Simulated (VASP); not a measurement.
Write the native input for VASP 6.6.1 that does the following.

```
Task                   : single point
Functional             : PBE
Dispersion             : D3(BJ)
Potentials or basis    : VASP PAW PBE potentials, release 64 (Pb_d, Se)
Cutoff                 : 520 eV
k mesh                 : 10 × 10 × 10
Occupations            : gaussian, width 0.03 eV
Spin                   : no spin polarisation
Dipole correction      : no
Further INCAR settings : ALGO = Normal; EDIFF = 1e-07; NBANDS = 17
```

The structure of PbSe lies in POSCAR:

```
PbSe
1.0
    0.0000000000      3.1582207759      2.9620952657
    3.1582207759      0.0000000000      2.9620952657
    3.1582207759      3.1582207759      0.0000000000
Pb Se
1 1
Direct
    0.0000000000      0.0000000000      0.0000000000
    0.5000000000      0.5000000000      0.5000000000
```

This cell differs from its parent crystal: volume 29.545 Å^3 an atom, c/a of the conventional cell 0.9379.

One way to write it, as run:

INCAR

```
PREC = Accurate ; ENCUT = 520
EDIFF = 1E-7 ; ISMEAR = 0
SIGMA = 0.03 ; LREAL = F
LASPH = T ; NELM = 60
ALGO = Normal ; ISIF = 2
LWAVE = F ; LCHARG = F
GGA = PE ; IVDW = 12
NBANDS = 17
```

KPOINTS

```
Automatic mesh
0
Gamma
  10 10 10
```

Potentials or basis: VASP PAW PBE potentials, release 64 (Pb_d, Se).

Run with:

```bash
$ cat potpaw_PBE.64/Pb_d/POTCAR potpaw_PBE.64/Se/POTCAR > POTCAR
$ mpirun -np 1 vasp_std > vasp.out
```

Results of the run:

The pressure is -0.6 GPa. The band gap on the k mesh is 0.27 eV, direct and the dispersion energy per atom is -0.357 eV.

Caveat: spin-orbit coupling is left out, which moves the levels of the heavy elements.

It took 43 s on 1 thread of AMD EPYC 9R45 96-Core Processor (Zen 5) (shared host), peak memory 0.24 GiB.
